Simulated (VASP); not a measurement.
Runs of VASP 6.6.1 on PbSe. The structure is that of space group Fm-3m (No. 225), or close to it. The cells are those of the table. 

```tsv
task	cell	gap on the mesh (eV)	pressure (GPa)
single point	a = 4.415 Å, angles 60.0°, 2 atoms	-	(a)
electric field gradients	a = 4.345 Å, angles 60.0°, 2 atoms	-	-1.1
single point	a = 4.309, b = 4.309, c = 4.331 Å, angles 59.8, 59.8, 60.3°, 2 atoms	0.81	-0.1
electric field gradients	a = 4.331 Å, angles 60.0°, 2 atoms	-	-0.6
electric field gradients	a = 4.352, b = 4.352, c = 4.374 Å, angles 59.8, 59.8, 60.3°, 2 atoms	(b)	-1.6
electric field gradients	a = 4.272 Å, angles 60.0°, 2 atoms	-	1.6
electric field gradients	a = 4.359 Å, angles 60.0°, 2 atoms	-	-1.6
electric field gradients	a = 4.316 Å, angles 60.0°, 2 atoms	-	-0.1
electric field gradients	a = 4.287, b = 4.287, c = 4.331 Å, angles 59.7, 59.7, 60.7°, 2 atoms	0.80	0.5
single point	a = 4.287, b = 4.287, c = 4.331 Å, angles 59.7, 59.7, 60.7°, 2 atoms	0.80	0.5
single point	a = 4.272 Å, angles 60.0°, 2 atoms	-	1.6
```

Alike in all rows: level PBEsol; potentials or basis VASP PAW PBE potentials, release 64 (Pb_d, Se); no spin polarisation; k mesh 7 × 7 × 7; cutoff (eV) 520; smearing fermi-dirac 0.02 eV.

Problem. Estimate the missing entries.

Solution. (a) -3.2; (b) 0.84.

Caveats: the PAW data sets were made with another functional, which shifts forces and pressure a little; spin-orbit coupling is left out, which moves the levels of the heavy elements.

A k mesh can miss the band edges, and the runs leave out spin-orbit coupling on Pb, Se.
